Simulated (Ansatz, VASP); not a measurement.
**Two plane-wave programs on HgTe**

The input POSCAR:

```
HgTe
1.0
    0.0000000000      3.2891972858      3.2891972858
    3.2891972858      0.0000000000      3.2891972858
    3.2891972858      3.2891972858      0.0000000000
Hg Te
1 1
Direct
    0.0000000000      0.0000000000      0.0000000000
    0.2500000000      0.2500000000      0.2500000000
```

Contents of INCAR.step1:

```
SYSTEM = HgTe
ALGO     = Normal         ! electronic algorithm
EDIFF    = 1E-5           ! SCF threshold, eV
ENCUT    = 400            ! plane-wave cutoff, eV
GGA      = PE             ! functional
GGA_COMPAT= .False.      
ISIF     = 2              ! what is computed and relaxed
ISMEAR   = -1             ! smearing method
LASPH    = .True.         ! aspherical terms in the spheres
LCHARG   = .False.        ! write CHGCAR
LREAL    = .False.        ! projectors in reciprocal space
LWAVE    = .True.         ! write WAVECAR
NBANDS   = 16             ! bands
NELM     = 120            ! most SCF steps
PREC     = Accurate       ! precision mode
SIGMA    = 0.02           ! smearing width, eV
```

INCAR.step2

```
SYSTEM = HgTe
AEXX     = 0.4            ! exact-exchange fraction
ALGO     = Normal         ! electronic algorithm
EDIFF    = 1E-6           ! SCF threshold, eV
ENCUT    = 400            ! plane-wave cutoff, eV
GGA      = PE             ! functional
GGA_COMPAT= .False.      
HFSCREEN = 0.3            ! screening, 1/A
ISIF     = 2              ! what is computed and relaxed
ISMEAR   = -1             ! smearing method
ISTART   = 1            
LASPH    = .True.         ! aspherical terms in the spheres
LCHARG   = .False.        ! write CHGCAR
LHFCALC  = .True.         ! exact exchange
LREAL    = .False.        ! projectors in reciprocal space
LWAVE    = .False.        ! write WAVECAR
NBANDS   = 16             ! bands
NELM     = 120            ! most SCF steps
PREC     = Accurate       ! precision mode
PRECFOCK = Normal       
SIGMA    = 0.02           ! smearing width, eV
```

File KPOINTS:

```
k-points
0
Gamma
  4 4 4
  0 0 0
```

Input for Ansatz:

```yaml
crystal:
  lattice:
    - [0.0, 3.2891972858, 3.2891972858]
    - [3.2891972858, 0.0, 3.2891972858]
    - [3.2891972858, 3.2891972858, 0.0]
  atoms:
    - { symbol: Hg, position: [0.0, 0.0, 0.0] }
    - { symbol: Te, position: [0.25, 0.25, 0.25] }
kpoints:
  mp_grid: { grid: [4, 4, 4] }
hamiltonian:
  xc: { exchange: pbe, correlation: pbe, exx: { coeff: 0.4, omega: 0.3 } }
scf:
  occupations: { method: fermi_dirac, width: 0.02 }
  n_extra_bands: 4
output:
  forces: true
  stress: true
  eigenvalues: true
```

Alike in both runs: task single point; functional PBE-based screened hybrid; k mesh 4 × 4 × 4; occupations fermi-dirac, width 0.02 eV; no spin polarisation.

|  | VASP | Ansatz |
| --- | --- | --- |
| version | VASP 6.6.1 | Ansatz 0.2.0 |
| potentials or method | VASP PAW PBE potentials, release 64 (Hg, Te) | plane waves |
| plane-wave cutoff (eV) | 400 | 420 |
| valence electrons in the cell | 18 | 36 |

|  | VASP | Ansatz | Ansatz less VASP |
| --- | --- | --- | --- |
| pressure (GPa) | -0.5 | -0.6 | -0.01 |

VASP's potentials were made for PBE, not for PBE-based screened hybrid. VASP's potentials hold 18 valence electrons a cell and Ansatz's 36, so a difference there can come from the potentials and not from the codes. Ansatz's warnings: stress exchange threshold loose, stress scf threshold loose.

The k mesh is coarse, so the values compare programs but aren't converged. Neither program's run includes spin-orbit coupling.
